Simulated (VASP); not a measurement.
# NaCl (Pm-3m) in VASP: a series of runs, part 2 of 2

VASP 6.6.1. The steps go on from the part before.

### Step 3. Relaxation of cell and atoms, PBE+D3(BJ)

This run uses another cell than the first one, of 21.47 Å³/atom.

INCAR

```
SYSTEM = NaCl
PREC = Accurate ; ENCUT = 600
EDIFF = 1E-6 ; ISMEAR = 0
SIGMA = 0.02 ; LREAL = .False.
LASPH = .True. ; NELM = 80
ALGO = Normal ; ISIF = 3
LWAVE = .False. ; LCHARG = .False.
GGA = PE ; IVDW = 12
IBRION = 2 ; NSW = 70
EDIFFG = -0.02
```

KPOINTS

```
regular mesh
0
Gamma
  6 6 6
  0 0 0
```

POSCAR

```
NaCl
1.0
    3.5015567669      0.0000000000      0.0000000000
    0.0000000000      3.5015567669      0.0000000000
    0.0000000000      0.0000000000      3.5015567669
Na Cl
1 1
Direct
    0.0000000000      0.0000000000      0.0000000000
    0.5000000000      0.5000000000      0.5000000000
```

Potentials or basis: VASP PAW PBE potentials, release 64 (Na_pv, Cl).

Launch:

```console
$ cat potpaw_PBE.64/Na_pv/POTCAR potpaw_PBE.64/Cl/POTCAR > POTCAR
$ mpirun -np 1 vasp_std > vasp.out
```

OUTCAR:

```text
SYSTEM = NaCl
   PREC = Accurate
   ENCUT = 600
   EDIFF = 1E-6
   ISMEAR = 0
   LREAL = .False.
   LASPH = .True.
   NELM = 80
   ISIF = 3
   GGA = PE
   IVDW = 12
   IBRION = 2
   NSW = 70
   EDIFFG = -0.02
 IVDW          = 12

 ion  position               nearest neighbor table
   1  0.000  0.000  0.000-
   2  0.500  0.500  0.500-

  LATTYP: Found a simple cubic cell.
 ALAT       =     3.5015567669

  Lattice vectors:

 A1 = (   3.5015567669,   0.0000000000,   0.0000000000)
 A2 = (   0.0000000000,   3.5015567669,   0.0000000000)
 A3 = (   0.0000000000,   0.0000000000,   3.5015567669)

Analysis of symmetry for initial positions (statically):
=====================================================================
 Subroutine PRICEL returns:
 Original cell was already a primitive cell.

 Routine SETGRP: Setting up the symmetry group for a
 simple cubic supercell.

 Subroutine GETGRP returns: Found 48 space group operations
 (whereof 48 operations were pure point group operations)
 out of a pool of 48 trial point group operations.

The static configuration has the point symmetry O_h .

Analysis of symmetry for dynamics (positions and initial velocities):
=====================================================================
 Subroutine PRICEL returns:
 Original cell was already a primitive cell.

 Routine SETGRP: Setting up the symmetry group for a
 simple cubic supercell.

 Subroutine GETGRP returns: Found 48 space group operations
 (whereof 48 operations were pure point group operations)
 out of a pool of 48 trial point group operations.

The dynamic configuration has the point symmetry O_h .

 Subroutine INISYM returns: Found 48 space group operations
 (whereof 48 operations are pure point group operations),
 and found     1 'primitive' translations

----------------------------------------------------------------------------------------

                                     Primitive cell

  volume of cell :      42.9322

[... 82 lines left out ...]
   NELM   =     80;   NELMIN=  2; NELMDL= -5     # of ELM steps
   EDIFF  = 0.1E-05   stopping-criterion for ELM
   LREAL  =      F    real-space projection
   EDIFFG = -.2E-01   stopping-criterion for IOM
   NSW    =     70    number of steps for IOM
   IBRION =      2    ionic relax: 0-MD 1-quasi-New 2-CG
   NFREE  =      1    steps in history (QN), initial steepest desc. (CG)
   ISIF   =      3    stress and relaxation
   ISYM   =      2    0-nonsym 1-usesym 2-fastsym
   POTIM  = 0.5000    time-step for ionic-motion
   TEBEG  =    0.0;   TEEND  =   0.0 temperature during run
   PSTRESS=    0.0 pullay stress
   NELECT =      14.0000    total number of electrons
   NUPDOWN=      -1.0000    fix difference up-down
   EMIN   =  10.00;   EMAX   =-10.00  energy-range for DOS
   EFERMI =   0.00;   METHOD = LEGACY
   ISMEAR =     0;   SIGMA  =   0.02  broadening in eV -4-tet -1-fermi 0-gaus
   EFERMI_NEDOS =   21; number of points for ismear=-14 and -15
   IALGO  =     38    algorithm
   IMIX   =      4    mixing-type and parameters
     AMIX     =   0.40;   BMIX     =  1.00
     AMIX_MAG =   1.60;   BMIX_MAG =  1.00
  volume/ion in A,a.u.               =      21.47       144.86
  Fermi-wavevector in a.u.,A,eV,Ry     =   1.126825  2.129390 17.275777  1.269734
  Thomas-Fermi vector in A             =   2.263508
   LORBIT       =      0    0 simple, 1 ext, 2 COOP (PROOUT), +10 PAW based schemes
   GGA     = PE    functional components
   LHFCALC =     F    Hartree Fock is set to
   AEXX    =    0.0000 exact exchange contribution
   IVDW    =    12    specifies the selected vdW correction
   LEPSILON=     F    determine dielectric tensor
   LRPA    =     F    only Hartree local field effects (RPA)
 conjugate gradient relaxation of ions
 non-spin polarized calculation
 Gauss-broadening in eV      SIGMA  =   0.02
  energy-cutoff  :      600.00
  volume of cell :       42.93
 maximum number of plane-waves:      1472
 NGX is ok and might be reduce to    28
   NGX = 13   NGY = 13   NGZ = 13

--------------------------------------- Ionic step        1  -------------------------------------------

 number of electron      13.9999982 magnetization

 Free energy of the ion-electron system (eV)
  ---------------------------------------------------
  ext. energy  EPLUGINS =         0.00000000
  ---------------------------------------------------
  free energy    TOTEN  =        -6.46860571 eV

  energy without entropy =       -6.46860571  energy(sigma->0) =       -6.46860571

------------------------ aborting loop because EDIFF is reached ----------------------------------------

 Edisp (eV)   -0.45057

 E8    (eV) :    -0.1888
[... 71 lines left out ...]
--------------------------------------- Ionic step        3  -------------------------------------------

 number of electron      14.0000009 magnetization

 Free energy of the ion-electron system (eV)
  ---------------------------------------------------
  ext. energy  EPLUGINS =         0.00000000
  ---------------------------------------------------
  free energy    TOTEN  =        -6.45611672 eV

  energy without entropy =       -6.45611672  energy(sigma->0) =       -6.45611672

 E-fermi :   0.9495     XC(G=0):  -8.6714

 val. band max:        0.8176497975   @ k =   0.5000   0.5000   0.0000
 cond. band min:       4.9880966233   @ k =   0.0000   0.0000   0.0000
 fundamental gap:      4.1704468258
 Fermi energy:         0.9494910406

 k-point     1 :       0.0000    0.0000    0.0000
  band No.  band energies     occupation
      1     -21.2059      2.00000
      2     -21.2059      2.00000
      3     -21.2059      2.00000
      4     -12.7559      2.00000
      5       0.2809      2.00000
      6       0.2809      2.00000
      7       0.2809      2.00000
      8       4.9881      0.00000
      9       9.3341      0.00000
     10       9.3341      0.00000
     11      16.9254      0.00000
[... 297 lines left out ...]
  FREE ENERGIE OF THE ION-ELECTRON SYSTEM (eV)
  ---------------------------------------------------
  free  energy   TOTEN  =        -6.9315877486 eV

  energy  without entropy=       -6.9315877486  energy(sigma->0) =       -6.93158775

 reached required accuracy - stopping structural energy minimisation
```

OSZICAR:

```text
N       E                     dE             d eps       ncg     rms          rms(c)
DAV:   1     0.999466481849E+02    0.99947E+02   -0.77614E+03   440   0.141E+03
DAV:   2     0.191555584951E+01   -0.98031E+02   -0.90615E+02   500   0.303E+02
DAV:   3    -0.653891866547E+01   -0.84545E+01   -0.83999E+01   521   0.871E+01
[... 20 lines left out ...]
DAV:   2    -0.646438831873E+01    0.41449E-01   -0.67121E-02   494   0.289E+00    0.596E-01
DAV:   3    -0.645687167290E+01    0.75166E-02   -0.16899E-02   500   0.151E+00    0.280E-01
DAV:   4    -0.645612650025E+01    0.74517E-03   -0.45369E-04   556   0.256E-01    0.248E-02
DAV:   5    -0.645611638313E+01    0.10117E-04   -0.31480E-05   482   0.531E-02    0.121E-02
DAV:   6    -0.645611671832E+01   -0.33519E-06   -0.29742E-06   473   0.285E-02
   3 F= -.69315877E+01 E0= -.69315877E+01  d E =-.124098E-01
```

CONTCAR:

```text
NaCl
   1.00000000000000
     3.4388145882726677    0.0000000000000000    0.0000000000000000
    -0.0000000000000000    3.4388145882726677    0.0000000000000000
     0.0000000000000000   -0.0000000000000000    3.4388145882726677
  Na              Cl
     1     1
Direct
     0.0000000000000000    0.0000000000000000    0.0000000000000000
     0.5000000000000000    0.5000000000000000    0.5000000000000000

  0.00000000E+00  0.00000000E+00  0.00000000E+00
  0.00000000E+00  0.00000000E+00  0.00000000E+00
```

Wall time 27 s (1 thread of AMD EPYC 7R13, shared host); peak memory 0.13 GiB.

What came out:

```
Free energy                           : -6.9316 eV
Relaxed volume                        : 20.33 Å³/atom
Relaxed cell                          : a = 3.439 Å, b = 3.439 Å, c = 3.439 Å, α = 90.00°, β = 90.00°, γ = 90.00°
Space group after relaxing (to 0.1 Å) : Pm-3m (No. 221)
Energy gained by relaxing             : 6.2 meV/atom
Ionic steps                           : 3
Pressure after relaxing               : -0.1 GPa
Band gap on the k mesh                : 4.17 eV (least direct gap 4.71 eV)
Dispersion energy per atom            : -0.238 eV
```

Step by step:
| step | energy change (eV) | largest force (eV/Å) | pressure (GPa) | volume (Å³) |
| --- | --- | --- | --- | --- |
| 1 | 0.0000 | 0.0000 | -1.54 | 42.93 |
| 2 | -0.0095 | 0.0000 | -0.80 | 41.66 |
| 3 | -0.0124 | 0.0000 | -0.11 | 40.67 |

Final structure:
```yaml
crystal:
  lattice:
    - [3.43881, 0.00000, 0.00000]
    - [0.00000, 3.43881, 0.00000]
    - [0.00000, 0.00000, 3.43881]
  atoms:
    - { symbol: Na, position: [0.00000, 0.00000, 0.00000] }
    - { symbol: Cl, position: [0.50000, 0.50000, 0.50000] }
```

Levels at points of the mesh, in eV from the valence-band top:
| k point | band 4 | band 5 | band 6 | band 7 | band 8 | band 9 | band 10 | band 11 |
| --- | --- | --- | --- | --- | --- | --- | --- | --- |
| (0.00, 0.00, 0.00) | -13.57 | -0.54 | -0.54 | -0.54 | 4.17 | 8.52 | 8.52 | 16.11 |
| (0.50, 0.00, 0.00) | -13.16 | -3.19 | -0.28 | -0.28 | 7.10 | 8.95 | 10.49 | 11.98 |
| (0.50, 0.50, 0.00) | -12.86 | -2.46 | -2.46 | 0.00 | 5.54 | 10.00 | 11.40 | 11.40 |
| (0.50, 0.50, 0.50) | -12.54 | -2.02 | -2.02 | -2.02 | 7.12 | 7.12 | 7.12 | 12.09 |

A k mesh can miss the band edges. As with any semilocal functional, this PBE gap is likely too small.
